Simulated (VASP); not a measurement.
# Ir4Pt (P1) in VASP: single point with PBE

Aim: the single point of Ir4Pt with PBE.

Program: VASP 6.6.1. These are calculated values, not measurements. Logs are shortened: lines on timing, memory, paths and dates and some standing lists are left out, and cuts for length are marked.

## 1. The cell of the first run

The typed cell holds 10 atoms: a = 2.756 Å, b = 2.756 Å, c = 22.425 Å, α = 89.96°, β = 90.02°, γ = 120.00°.

## 2. Single point, PBE

INCAR

```
ALGO = Fast
EDIFF = 1E-7
ENCUT = 520
GGA = PE
ISIF = 2
ISMEAR = 0
LASPH = T
LCHARG = F
LREAL = F
LWAVE = F
NBANDS = 57
NELM = 100
PREC = Accurate
SIGMA = 0.2
```

KPOINTS

```
k-points
0
Gamma
  12 12 1
```

POSCAR

```
Ir4Pt
1.0
    2.7559913367      0.0000255328     -0.0005744390
   -1.3779724254      2.3866519785      0.0008629828
   -0.0046790150      0.0052019018     22.4251693117
Ir Pt
8 2
Direct
    0.3338221231      0.6672193512      0.3978669597
    0.3318469858      0.6666399122      0.8978859670
    0.3341494819      0.6678320726      0.1998431984
    0.3331637302      0.6653722587      0.6998616302
    0.6671101145      0.3340034809      0.1021142441
    0.6671045908      0.3321963461      0.6021322465
    0.6672722019      0.3348266748      0.3001441565
    0.6653473785      0.3321562054      0.8001468446
    0.9997623476      0.0006131616     -0.0000006237
    1.0004210455     -0.0008594634      0.5000053767
```

Potentials or basis: VASP PAW PBE potentials, release 64 (Ir, Pt).

Launch:

```bash
cat potpaw_PBE.64/Ir/POTCAR potpaw_PBE.64/Pt/POTCAR > POTCAR
mpirun -np 1 vasp_std > vasp.out
```

OUTCAR:

```text
EDIFF = 1E-7
   ENCUT = 520
   GGA = PE
   ISIF = 2
   ISMEAR = 0
   LASPH = T
   LREAL = F
   NELM = 100
   PREC = Accurate

 ion  position               nearest neighbor table
   1  0.334  0.667  0.398-   7 2.71   7 2.71   7 2.71  10 2.79  10 2.79  10 2.79
   2  0.332  0.667  0.898-   8 2.71   8 2.71   8 2.71   9 2.79   9 2.79   9 2.79
   3  0.334  0.668  0.200-   5 2.71   5 2.71   5 2.71   7 2.75   7 2.76   7 2.76
   4  0.333  0.665  0.700-   6 2.71   6 2.71   6 2.71   8 2.75   8 2.76   8 2.76
   5  0.667  0.334  0.102-   3 2.71   3 2.71   3 2.71   9 2.79   9 2.79   9 2.79
   6  0.667  0.332  0.602-   4 2.71   4 2.71   4 2.71  10 2.79  10 2.79  10 2.79
   7  0.667  0.335  0.300-   1 2.71   1 2.71   1 2.71   3 2.75   3 2.76   3 2.76
   8  0.665  0.332  0.800-   2 2.71   2 2.71   2 2.71   4 2.75   4 2.76   4 2.76
   9  1.000  0.001  1.000-   2 2.79   5 2.79   2 2.79   5 2.79   5 2.79   2 2.79
  10  0.000  0.999  0.500-   1 2.79   6 2.79   6 2.79   1 2.79   6 2.79   1 2.79

  LATTYP: Found a triclinic cell.
 ALAT       =     2.7558875914
 B/A-ratio  =     1.0000164141
 C/A-ratio  =     8.3205028699
 COS(alpha) =     0.0001877689
 COS(beta)  =     0.1808848528
 COS(gamma) =     0.4999705402

  Lattice vectors:

 A1 = (   1.3779724254,  -2.3866519785,  -0.0008629828)
 A2 = (  -1.3780189113,  -2.3866775113,  -0.0002885438)
 A3 = (   4.1386427771,  -2.3918283475, -22.4266067335)

Analysis of symmetry for initial positions (statically):
=====================================================================
 Subroutine PRICEL returns:
 Original cell was already a primitive cell.

 Routine SETGRP: Setting up the symmetry group for a
 triclinic supercell.

 Subroutine GETGRP returns: Found  1 space group operations
 (whereof  1 operations were pure point group operations)
 out of a pool of  2 trial point group operations.

The static configuration has the point symmetry C_1 .

Analysis of symmetry for dynamics (positions and initial velocities):
=====================================================================
 Subroutine PRICEL returns:
 Original cell was already a primitive cell.

 Routine SETGRP: Setting up the symmetry group for a
 triclinic supercell.

 Subroutine GETGRP returns: Found  1 space group operations
 (whereof  1 operations were pure point group operations)
 out of a pool of  2 trial point group operations.

The dynamic configuration has the point symmetry C_1 .

 Subroutine INISYM returns: Found  1 space group operations
 (whereof  1 operations are pure point group operations),
 and found     1 'primitive' translations

----------------------------------------------------------------------------------------

                                     Primitive cell

  volume of cell :     147.5044

  direct lattice vectors                    reciprocal lattice vectors
     2.755991337  0.000025533 -0.000574439     0.362843908  0.209493835  0.000027112
    -1.377972425  2.386651979  0.000862983    -0.000003902  0.418994774 -0.000097194
    -0.004679015  0.005201902 22.425169312     0.000009295 -0.000010758  0.044592756

  length of vectors
     2.755991397  2.755887591 22.425170403     0.418978960  0.418994786  0.044592758

  position of ions in fractional coordinates (direct lattice)
     0.333822123  0.667219351  0.397866960
     0.331846986  0.666639912  0.897885967
     0.334149482  0.667832073  0.199843198
     0.333163730  0.665372259  0.699861630
     0.667110114  0.334003481  0.102114244
     0.667104591  0.332196346  0.602132246
     0.667272202  0.334826675  0.300144156
     0.665347379  0.332156205  0.800146845
     0.999762348  0.000613162  0.999999376
     0.000421045  0.999140537  0.500005377

  ion indices of the primitive-cell ions
   primitive index   ion index
                 1           1
                 2           2
                 3           3
                 4           4
                 5           5
                 6           6
                 7           7
                 8           8
                 9           9
[... 31 lines left out ...]
|                                                                             |
|     Your reciprocal lattice and k-lattice belong to different lattice       |
|     classes:                                                                |
|                                                                             |
|        The reciprocal lattice is base-centered monoclinic,                  |
|        whereas your k-lattice is triclinic.                                 |
|                                                                             |
|     Results are often still useful ...                                      |
|                                                                             |
 -----------------------------------------------------------------------------

 Subroutine IBZKPT returns following result:
 ===========================================

 Found     74 irreducible k-points:

 Following reciprocal coordinates:
            Coordinates               Weight
  0.000000  0.000000  0.000000      1.000000
  0.083333 -0.000000  0.000000      2.000000
 -0.083333  0.083333  0.000000      2.000000
  0.166667 -0.000000  0.000000      2.000000
 -0.166667  0.166667 -0.000000      2.000000
  0.250000  0.000000  0.000000      2.000000
[... 16 lines left out ...]
  0.416667  0.083333 -0.000000      2.000000
 -0.416667  0.500000  0.000000      2.000000
 [... further k-points ...]
   k-points           NKPTS =     74   k-points in BZ     NKDIM =     74   number of bands    NBANDS=     57
   number of dos      NEDOS =    301   number of ions     NIONS =     10
   total plane-waves  NPLWV =  67200
   dimension x,y,z NGX =    20 NGY =   20 NGZ =  168
   dimension x,y,z NGXF=    40 NGYF=   40 NGZF=  336
   ions per type =               8   2
   NGX,Y,Z   is equivalent  to a cutoff of  12.06, 12.06, 12.45 a.u.
   NGXF,Y,Z  is equivalent  to a cutoff of  24.13, 24.13, 24.91 a.u.
 SYSTEM =  unknown system
   PREC   = accura    normal or accurate (medium, high low for compatibility)
   ISTART =      0    job   : 0-new  1-cont  2-samecut
   ICHARG =      2    charge: 1-file 2-atom 10-const
   ISPIN  =      1    spin polarized calculation?
   LNONCOLLINEAR =      F non collinear calculations
   LSORBIT =      F    spin-orbit coupling
   LASPH  =      T    aspherical Exc in radial PAW
   ENCUT  =  520.0 eV  38.22 Ry    6.18 a.u.   5.12  5.12 41.70*2*pi/ulx,y,z
   NELM   =    100;   NELMIN=  2; NELMDL= -5     # of ELM steps
   EDIFF  = 0.1E-06   stopping-criterion for ELM
   LREAL  =      F    real-space projection
   EDIFFG = 0.1E-05   stopping-criterion for IOM
   NSW    =      0    number of steps for IOM
   IBRION =     -1    ionic relax: 0-MD 1-quasi-New 2-CG
   NFREE  =      0    steps in history (QN), initial steepest desc. (CG)
   ISIF   =      2    stress and relaxation
   ISYM   =      2    0-nonsym 1-usesym 2-fastsym
   POTIM  = 0.5000    time-step for ionic-motion
   TEBEG  =    0.0;   TEEND  =   0.0 temperature during run
   PSTRESS=    0.0 pullay stress
   NELECT =      92.0000    total number of electrons
   NUPDOWN=      -1.0000    fix difference up-down
   EMIN   =  10.00;   EMAX   =-10.00  energy-range for DOS
   EFERMI =   0.00;   METHOD = LEGACY
   ISMEAR =     0;   SIGMA  =   0.20  broadening in eV -4-tet -1-fermi 0-gaus
   EFERMI_NEDOS =   21; number of points for ismear=-14 and -15
   IALGO  =     68    algorithm
   IMIX   =      4    mixing-type and parameters
     AMIX     =   0.40;   BMIX     =  1.00
     AMIX_MAG =   1.60;   BMIX_MAG =  1.00
  volume/ion in A,a.u.               =      14.75        99.54
  Fermi-wavevector in a.u.,A,eV,Ry     =   1.398736  2.643228 26.619291  1.956463
  Thomas-Fermi vector in A             =   2.521865
   LORBIT       =      0    0 simple, 1 ext, 2 COOP (PROOUT), +10 PAW based schemes
   GGA     = PE    functional components
   LHFCALC =     F    Hartree Fock is set to
   AEXX    =    0.0000 exact exchange contribution
   IVDW    =     0    specifies the selected vdW correction
   LEPSILON=     F    determine dielectric tensor
   LRPA    =     F    only Hartree local field effects (RPA)
 non-spin polarized calculation
 RMM-DIIS sequential band-by-band and
 Gauss-broadening in eV      SIGMA  =   0.20
  energy-cutoff  :      520.00
  volume of cell :      147.50
 maximum number of plane-waves:      4001
   NGX = 11   NGY = 11   NGZ = 83

 number of electron      92.0000008 magnetization

 Free energy of the ion-electron system (eV)
  ---------------------------------------------------
  ext. energy  EPLUGINS =         0.00000000
  ---------------------------------------------------
  free energy    TOTEN  =       -82.56938718 eV

  energy without entropy =      -82.31851530  energy(sigma->0) =      -82.44395124

 E-fermi :  10.1658     XC(G=0): -13.7154

 val. band max:       10.1586232651   @ k =   0.0000   0.5000  -0.0000
 cond. band min:      10.1738792560   @ k =   0.2500   0.2500   0.0000
 fundamental gap:      0.0152559909
 Fermi energy:        10.1657586341

 k-point     1 :       0.0000    0.0000    0.0000
  band No.  band energies     occupation
      1      -0.5531      2.00000
      2      -0.2377      2.00000
      3      -0.0069      2.00000
      4       0.9509      2.00000
      5       1.0226      2.00000
      6       2.0382      2.00000
[... 1429 lines left out ...]
     56      13.1350      0.00000
     57      13.5720      0.00000

 [... further k-points ...]

------------------------ aborting loop because EDIFF is reached ----------------------------------------

  FORCE on cell =-STRESS in cart. coord.  units (eV):
  Direction    XX          YY          ZZ          XY          YZ          ZX
  --------------------------------------------------------------------------------------
  -------------------------------------------------------------------------------------
  Total        0.1984706      0.2202584      0.4329423     -0.0044255     -0.0600950      0.0487894
  in kB        2.1557670      2.3924242      4.7025738     -0.0480698     -0.6527452      0.5299451
  external PRESSURE =       3.0835883 kB  Pullay stress =       0.0000000 kB

 VOLUME and BASIS-vectors are now :
 -----------------------------------------------------------------------------
  energy-cutoff  :      520.00
  volume of cell :      147.50
      direct lattice vectors                 reciprocal lattice vectors
     2.755991337  0.000025533 -0.000574439     0.362843908  0.209493835  0.000027112
    -1.377972425  2.386651979  0.000862983    -0.000003902  0.418994774 -0.000097194
    -0.004679015  0.005201902 22.425169312     0.000009295 -0.000010758  0.044592756

 POSITION                                       TOTAL-FORCE (eV/Angst)
 -----------------------------------------------------------------------------------
     -0.00126      1.59450      8.92262        -0.000107      0.001074      0.047846
     -0.00825      1.59572     20.13563         0.008315     -0.005810      0.041654
     -0.00028      1.59493      4.48190        -0.003185     -0.003783      0.013857
     -0.00194      1.59166     15.69490        -0.001675      0.000917      0.011201
      1.37782      0.79770      2.28983        -0.001366      0.003316     -0.043446
      1.37796      0.79599     13.50282        -0.004150      0.000615     -0.045502
      1.37621      0.80069      6.73069         0.004608     -0.008486     -0.014528
      1.37225      0.79692     17.94333         0.000622      0.010189     -0.009554
      2.74981      0.00669     22.42458        -0.000972     -0.002013      0.000095
     -1.37797      2.38720     11.21357        -0.002089      0.003981     -0.001625
 -----------------------------------------------------------------------------------
    total drift:                               -0.000003     -0.000001     -0.000012

  FREE ENERGIE OF THE ION-ELECTRON SYSTEM (eV)
  ---------------------------------------------------
  free  energy   TOTEN  =       -82.5693871847 eV

  energy  without entropy=      -82.3185152960  energy(sigma->0) =      -82.44395124
```

Run time: 39 min. Hardware: 1 thread of Oxide Virtual Turin-like, shared host; peak memory 0.54 GiB.

What came out:

```
Free energy            : -82.5694 eV
Pressure               : 0.3 GPa
Largest force          : 0.048 eV/Å
Band gap on the k mesh : zero (bands 46 and 47 overlap by 2.47 eV)
```

Forces on the atoms (eV/Å):
```
Ir   0.000  0.001  0.048
Ir   0.008 -0.006  0.042
Ir  -0.003 -0.004  0.014
Ir  -0.002  0.001  0.011
Ir  -0.001  0.003 -0.043
Ir  -0.004  0.001 -0.046
Ir   0.005 -0.008 -0.015
Ir   0.001  0.010 -0.010
Pt  -0.001 -0.002  0.000
Pt  -0.002  0.004 -0.002
```

Caveat: the highest band is partly filled, so the run has too few bands; spin-orbit coupling is left out, which moves the levels of the heavy elements.
